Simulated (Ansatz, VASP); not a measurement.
One calculation of Sc2BSb3, two programs

The input INCAR:

```
PREC = Accurate
ENCUT = 520
EDIFF = 1E-7
ISMEAR = 0
SIGMA = 0.1
LREAL = F
LASPH = T
NELM = 100
ALGO = Normal
ISIF = 2
LWAVE = F
LCHARG = F
GGA = PE
NBANDS = 29
```

Contents of KPOINTS:

```
Automatic mesh
0
Gamma
  4 4 2
```

The input POSCAR:

```
Sc2BSb3
1.0
    3.8397055500      0.0000000000      0.0000000000
    0.0000000000      3.8397055500      0.0000000000
    0.0000000000      0.0000000000      8.3429263800
Sc B Sb
2 1 3
Direct
    0.5000000000      0.0000000000      0.2626059900
    0.0000000000      0.5000000000      0.7373940100
    0.0000000000      0.0000000000      0.0000000000
    0.5000000000      0.0000000000      0.6250519800
    0.0000000000      0.5000000000      0.3749480200
    0.5000000000      0.5000000000      0.0000000000
```

Input for Ansatz:

```yaml
crystal:
  lattice:
    - [3.83970555, 0.0, 0.0]
    - [0.0, 3.83970555, 0.0]
    - [0.0, 0.0, 8.34292638]
  atoms:
    - { symbol: Sc, position: [0.5, 0.0, 0.26260599] }
    - { symbol: Sc, position: [0.0, 0.5, 0.73739401] }
    - { symbol: B, position: [0.0, 0.0, 0.0] }
    - { symbol: Sb, position: [0.5, 0.0, 0.62505198] }
    - { symbol: Sb, position: [0.0, 0.5, 0.37494802] }
    - { symbol: Sb, position: [0.5, 0.5, 0.0] }
basis:
  ecutwfc: 420
kpoints:
  mp_grid: { grid: [4, 4, 2] }
hamiltonian:
  xc: pbe
scf:
  occupations: { method: gaussian, width: 0.1 }
  lower_state_search: "off"
output:
  forces: true
  stress: true
  eigenvalues: true
```

Change from the starting cell: species swapped into the Ti2CuSb3 type (P-4m2, No. 115).

Alike in both runs: task single point; functional PBE; k mesh 4 × 4 × 2; occupations gaussian, width 0.1 eV; no spin polarisation.

|  | VASP | Ansatz |
| --- | --- | --- |
| version | VASP 6.6.1 | Ansatz 0.2.0 |
| potentials or method | VASP PAW PBE potentials, release 64 (Sc_sv, B, Sb), cutoff 520 eV | scalar-relativistic, plane waves, PAW |
| valence electrons in the cell | 40 | 70 |

VASP gave:

- gap on the k mesh at the Fermi level (eV): none
- pressure (GPa): 2.5
- traceless stress, the component that is largest in VASP (GPa): 2.95
- rms of the force components (eV/Å): 0.356

Problem. What did Ansatz give for the same quantities?

Solution. gap on the k mesh at the Fermi level (eV): none; pressure (GPa): 2.4; traceless stress, the component that is largest in VASP (GPa): 2.96; rms of the force components (eV/Å): 0.353.

Atom by atom the forces differ by 0.003 eV/Å (rms over components). A gap of «none» marks a metal or a gap that the smearing closes. VASP's potentials hold 40 valence electrons a cell and Ansatz's 70, so a difference there can come from the potentials and not from the codes.

The k mesh is coarse, so the values compare programs but aren't converged. Neither program's run includes spin-orbit coupling.
